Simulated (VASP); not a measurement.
# SrTiO3 (Cmmm) in VASP: single point with PBE

Aim: the single point of SrTiO3 with PBE.

Program: VASP 6.6.1. These are calculated values, not measurements. Logs are shortened: lines on timing, memory, paths and dates and some standing lists are left out, and cuts for length are marked.

### Step 1. The cell of the first run

Symmetry: Cmmm, No. 65, orthorhombic system. The conventional cell has a = 5.470 Å, b = 5.685 Å, c = 3.868 Å, α = 90.00°, β = 90.00°, γ = 90.00°. Within 3.6 Å of Sr (site symmetry mmm) lie 12 O at 2.74 to 2.84 Å and 8 Ti at 3.35 to 3.44 Å. Within 2.6 Å of Ti (site symmetry mmm) lie 6 O at 1.93 to 1.97 Å. Within 2.6 Å of O (site symmetry 2/m) lie 2 Ti at 1.97 Å. Within 2.6 Å of O (site symmetry mmm) lie 2 Ti at 1.93 Å.

### Step 2. Single point, PBE

INCAR

```
SYSTEM = SrTiO3
ALGO     = Normal         ! electronic algorithm
EDIFF    = 1E-6           ! SCF threshold, eV
ENCUT    = 520            ! plane-wave cutoff, eV
GGA      = PE             ! functional
ISIF     = 2              ! what is computed and relaxed
ISMEAR   = 0              ! smearing method
ISYM     = 0            
LASPH    = .TRUE.         ! aspherical terms in the spheres
LCHARG   = .FALSE.        ! write CHGCAR
LREAL    = .FALSE.        ! projectors in reciprocal space
LWAVE    = .FALSE.        ! write WAVECAR
NBANDS   = 28             ! bands
NELM     = 80             ! most SCF steps
PREC     = Accurate       ! precision mode
SIGMA    = 0.02           ! smearing width, eV
```

KPOINTS

```
k-points
0
G
  7 5 9
  0 0 0
```

POSCAR

```
SrTiO3
1.0
    3.8679403894      0.0000000000      0.0000000000
    0.0000000000      5.4700937572      0.0000000000
    0.0000000000     -2.7350468786      2.8427132507
Sr Ti O
1 1 3
Direct
    0.0000000000      0.0000000000      0.0000000000
    0.5000000000      0.5000000000      0.0000000000
    0.5000000000      0.5000000000      0.5000000000
    0.0000000000      0.5000000000      0.0000000000
    0.5000000000      0.0000000000      0.5000000000
```

Potentials or basis: VASP PAW PBE potentials, release 64 (Sr_sv, Ti_sv, O).

Run with:

```console
$ cat potpaw_PBE.64/Sr_sv/POTCAR potpaw_PBE.64/Ti_sv/POTCAR potpaw_PBE.64/O/POTCAR > POTCAR
$ mpirun -np 1 vasp_std > vasp.out
```

OUTCAR:

```text
SYSTEM = SrTiO3
   EDIFF = 1E-6
   ENCUT = 520
   GGA = PE
   ISIF = 2
   ISMEAR = 0
   ISYM = 0
   LASPH = .TRUE.
   LREAL = .FALSE.
   NELM = 80
   PREC = Accurate

 ion  position               nearest neighbor table
   1  0.000  0.000  0.000-   4 2.74   4 2.74   5 2.76   5 2.76   3 2.76   3 2.76   3 2.76   5 2.76
                             5 2.76   3 2.76   4 2.84   4 2.84   2 3.35   2 3.35   2 3.35   2 3.35
   2  0.500  0.500  0.000-   4 1.93   4 1.93   5 1.97   3 1.97   5 1.97   3 1.97   1 3.35   1 3.35
                             1 3.35   1 3.35   1 3.44   1 3.44   1 3.44   1 3.44
   3  0.500  0.500  0.500-   2 1.97   2 1.97   1 2.76   1 2.76   1 2.76   1 2.76
   4  0.000  0.500  0.000-   2 1.93   2 1.93   1 2.74   1 2.74   1 2.84   1 2.84
   5  0.500  0.000  0.500-   2 1.97   2 1.97   1 2.76   1 2.76   1 2.76   1 2.76

IMPORTANT INFORMATION: All symmetrisations will be switched off!
NOSYMM: (Re-)initialisation of all symmetry stuff for point group C_1.

----------------------------------------------------------------------------------------

                                     Primitive cell

  volume of cell :      60.1461

  direct lattice vectors                    reciprocal lattice vectors
     3.867940389  0.000000000  0.000000000     0.258535525  0.000000000  0.000000000
     0.000000000  5.470093757  0.000000000     0.000000000  0.182812223  0.175888300
     0.000000000 -2.735046879  2.842713251     0.000000000  0.000000000  0.351776599

  length of vectors
     3.867940389  5.470093757  3.944806719     0.258535525  0.253686820  0.351776599

  position of ions in fractional coordinates (direct lattice)
     0.000000000  0.000000000  0.000000000
     0.500000000  0.500000000  0.000000000
     0.500000000  0.500000000  0.500000000
     0.000000000  0.500000000  0.000000000
     0.500000000  1.000000000  0.500000000

  ion indices of the primitive-cell ions
   primitive index   ion index
                 1           1
                 2           2
                 3           3
                 4           4
                 5           5

----------------------------------------------------------------------------------------

 KPOINTS: k-points

Automatic generation of k-mesh.
 Grid dimensions read from file:
 generate k-points for:    7    5    9

 Generating k-lattice:

  Cartesian coordinates                     Fractional coordinates (reciprocal lattice)
     0.036933646  0.000000000  0.000000000     0.142857143  0.000000000  0.000000000
     0.000000000  0.036562445  0.035177660     0.000000000  0.200000000  0.000000000
     0.000000000  0.000000000  0.039086289     0.000000000  0.000000000  0.111111111

  Length of vectors
     0.036933646  0.050737364  0.039086289

  Shift w.r.t. Gamma in fractional coordinates (k-lattice)
     0.000000000  0.000000000  0.000000000

 -----------------------------------------------------------------------------
|                                                                             |
|           W    W    AA    RRRRR   N    N  II  N    N   GGGG   !!!           |
|           W    W   A  A   R    R  NN   N  II  NN   N  G    G  !!!           |
|           W    W  A    A  R    R  N N  N  II  N N  N  G       !!!           |
|           W WW W  AAAAAA  RRRRR   N  N N  II  N  N N  G  GGG   !            |
|           WW  WW  A    A  R   R   N   NN  II  N   NN  G    G                |
|           W    W  A    A  R    R  N    N  II  N    N   GGGG   !!!           |
|                                                                             |
|     Your reciprocal lattice and k-lattice belong to different lattice       |
|     classes:                                                                |
|                                                                             |
|        The reciprocal lattice is base centered orthorhombic,                |
|        whereas your k-lattice is simple monoclinic.                         |
|                                                                             |
|     Results are often still useful ...                                      |
|                                                                             |
 -----------------------------------------------------------------------------

 WARNING: IBZKPT: internal override: KBLOWUP is changed to .FALSE.
      ... skipping the blow-up phase ...

 Subroutine IBZKPT returns following result:
 ===========================================

 Found    158 irreducible k-points:

 Following reciprocal coordinates:
            Coordinates               Weight
  0.000000  0.000000  0.000000      1.000000
  0.142857  0.000000  0.000000      2.000000
  0.285714  0.000000  0.000000      2.000000
  0.428571  0.000000  0.000000      2.000000
  0.000000  0.200000  0.000000      2.000000
  0.142857  0.200000  0.000000      2.000000
[... 16 lines left out ...]
 -0.428571  0.000000  0.111111      2.000000
 -0.285714  0.000000  0.111111      2.000000
 [... further k-points ...]
   k-points           NKPTS =    158   k-points in BZ     NKDIM =    158   number of bands    NBANDS=     28
   number of dos      NEDOS =    301   number of ions     NIONS =      5
   total plane-waves  NPLWV =  37800
   dimension x,y,z NGX =    30 NGY =   42 NGZ =   30
   dimension x,y,z NGXF=    60 NGYF=   84 NGZF=   60
   ions per type =               1   1   3
   NGX,Y,Z   is equivalent  to a cutoff of  12.89, 12.76, 12.64 a.u.
   NGXF,Y,Z  is equivalent  to a cutoff of  25.79, 25.53, 25.29 a.u.
 SYSTEM =  SrTiO3
   PREC   = accura    normal or accurate (medium, high low for compatibility)
   ISTART =      0    job   : 0-new  1-cont  2-samecut
   ICHARG =      2    charge: 1-file 2-atom 10-const
   ISPIN  =      1    spin polarized calculation?
   LNONCOLLINEAR =      F non collinear calculations
   LSORBIT =      F    spin-orbit coupling
   LASPH  =      T    aspherical Exc in radial PAW
   ENCUT  =  520.0 eV  38.22 Ry    6.18 a.u.   7.19 10.17  7.33*2*pi/ulx,y,z
   NELM   =     80;   NELMIN=  2; NELMDL= -5     # of ELM steps
   EDIFF  = 0.1E-05   stopping-criterion for ELM
   LREAL  =      F    real-space projection
   EDIFFG = 0.1E-04   stopping-criterion for IOM
   NSW    =      0    number of steps for IOM
   IBRION =     -1    ionic relax: 0-MD 1-quasi-New 2-CG
   NFREE  =      0    steps in history (QN), initial steepest desc. (CG)
   ISIF   =      2    stress and relaxation
   ISYM   =      0    0-nonsym 1-usesym 2-fastsym
   POTIM  = 0.5000    time-step for ionic-motion
   TEBEG  =    0.0;   TEEND  =   0.0 temperature during run
   PSTRESS=    0.0 pullay stress
   NELECT =      40.0000    total number of electrons
   NUPDOWN=      -1.0000    fix difference up-down
   EMIN   =  10.00;   EMAX   =-10.00  energy-range for DOS
   EFERMI =   0.00;   METHOD = LEGACY
   ISMEAR =     0;   SIGMA  =   0.02  broadening in eV -4-tet -1-fermi 0-gaus
   EFERMI_NEDOS =   21; number of points for ismear=-14 and -15
   IALGO  =     38    algorithm
   IMIX   =      4    mixing-type and parameters
     AMIX     =   0.40;   BMIX     =  1.00
     AMIX_MAG =   1.60;   BMIX_MAG =  1.00
  volume/ion in A,a.u.               =      12.03        81.18
  Fermi-wavevector in a.u.,A,eV,Ry     =   1.428978  2.700377 27.782810  2.041979
  Thomas-Fermi vector in A             =   2.548982
   LORBIT       =      0    0 simple, 1 ext, 2 COOP (PROOUT), +10 PAW based schemes
   GGA     = PE    functional components
   LHFCALC =     F    Hartree Fock is set to
   AEXX    =    0.0000 exact exchange contribution
   IVDW    =     0    specifies the selected vdW correction
   LEPSILON=     F    determine dielectric tensor
   LRPA    =     F    only Hartree local field effects (RPA)
 non-spin polarized calculation
 Gauss-broadening in eV      SIGMA  =   0.02
  energy-cutoff  :      520.00
  volume of cell :       60.15
 maximum number of plane-waves:      1632
 NGX is ok and might be reduce to    30
   NGX = 15   NGY = 21   NGZ = 15

 number of electron      40.0000017 magnetization

 Free energy of the ion-electron system (eV)
  ---------------------------------------------------
  ext. energy  EPLUGINS =         0.00000000
  ---------------------------------------------------
  free energy    TOTEN  =       -40.04974529 eV

  energy without entropy =      -40.04974529  energy(sigma->0) =      -40.04974529

 E-fermi :   4.1370     XC(G=0): -11.2177

 val. band max:        4.0321779915   @ k =  -0.4286   0.0000   0.4444
 cond. band min:       5.8631725538   @ k =   0.0000   0.0000   0.0000
 fundamental gap:      1.8309945623
 Fermi energy:         4.1369633599

 k-point     1 :       0.0000    0.0000    0.0000
  band No.  band energies     occupation
      1     -52.4253      2.00000
      2     -28.7361      2.00000
      3     -28.6765      2.00000
      4     -28.6765      2.00000
      5     -28.6435      2.00000
      6     -13.3167      2.00000
[... 20 lines left out ...]
     27       9.5693      0.00000
     28      10.2064      0.00000

 k-point     2 :       0.1429    0.0000    0.0000
  band No.  band energies     occupation
      1     -52.4250      2.00000
      2     -28.7629      2.00000
      3     -28.6759      2.00000
      4     -28.6600      2.00000
      5     -28.6429      2.00000
      6     -13.3042      2.00000
[... 20 lines left out ...]
     27       9.9362      0.00000
     28      10.7092      0.00000

 k-point     3 :       0.2857    0.0000    0.0000
  band No.  band energies     occupation
      1     -52.4242      2.00000
      2     -28.8081      2.00000
      3     -28.6745      2.00000
      4     -28.6416      2.00000
      5     -28.6375      2.00000
      6     -13.3681      2.00000
[... 616 lines left out ...]
      3     -28.6801      2.00000
      4     -28.6509      2.00000
      5     -28.6285      2.00000
      6     -13.3466      2.00000
[... 20 lines left out ...]
     27      11.7395      0.00000
     28      12.2872      0.00000

 k-point    24 :      -0.2857    0.0000    0.1111
  band No.  band energies     occupation
      1     -52.4239      2.00000
      2     -28.7999      2.00000
      3     -28.6812      2.00000
      4     -28.6652      2.00000
      5     -28.6248      2.00000
      6     -13.2782      2.00000
[... 20 lines left out ...]
     27      10.9772      0.00000
     28      11.9605      0.00000

 [... further k-points ...]

------------------------ aborting loop because EDIFF is reached ----------------------------------------

  FORCE on cell =-STRESS in cart. coord.  units (eV):
  Direction    XX          YY          ZZ          XY          YZ          ZX
  --------------------------------------------------------------------------------------
  -------------------------------------------------------------------------------------
  Total        2.4134539      2.3089261     -0.9613826     -0.0000054      0.0003198     -0.0000028
  in kB       64.2897891     61.5053679    -25.6093911     -0.0001445      0.0085190     -0.0000740
  external PRESSURE =      33.3952553 kB  Pullay stress =       0.0000000 kB

 VOLUME and BASIS-vectors are now :
 -----------------------------------------------------------------------------
  energy-cutoff  :      520.00
  volume of cell :       60.15
      direct lattice vectors                 reciprocal lattice vectors
     3.867940389  0.000000000  0.000000000     0.258535525  0.000000000  0.000000000
     0.000000000  5.470093757  0.000000000     0.000000000  0.182812223  0.175888300
     0.000000000 -2.735046879  2.842713251     0.000000000  0.000000000  0.351776599

 POSITION                                       TOTAL-FORCE (eV/Angst)
 -----------------------------------------------------------------------------------
      0.00000      0.00000      0.00000         0.000000     -0.000000      0.000001
      1.93397      2.73505      0.00000        -0.000000     -0.000001      0.000000
      1.93397      1.36752      1.42136        -0.000001      0.000000      0.000001
      0.00000      2.73505      0.00000         0.000001      0.000001     -0.000001
      1.93397     -1.36752      1.42136         0.000000      0.000001     -0.000001
 -----------------------------------------------------------------------------------
    total drift:                                0.000000      0.000001     -0.000001

  FREE ENERGIE OF THE ION-ELECTRON SYSTEM (eV)
  ---------------------------------------------------
  free  energy   TOTEN  =       -40.0497452859 eV

  energy  without entropy=      -40.0497452859  energy(sigma->0) =      -40.04974529
```

Run time: 6.7 min. Hardware: 1 thread of Intel Xeon Platinum 8259CL at 2.50GHz (Skylake/Cascade Lake), shared host; peak memory 0.38 GiB.

Results:

| Quantity | Value |
| --- | --- |
| Free energy | -40.0497 eV |
| Pressure | 3.3 GPa |
| Band gap on the k mesh | 1.83 eV (least direct gap 2.03 eV) |

Stress tensor (GPa, compression positive):
```
 6.43  0.00  0.00
 0.00  6.15  0.00
 0.00  0.00 -2.56
```

Caveat: the stress differs along the axes, from -3 to 6 GPa.
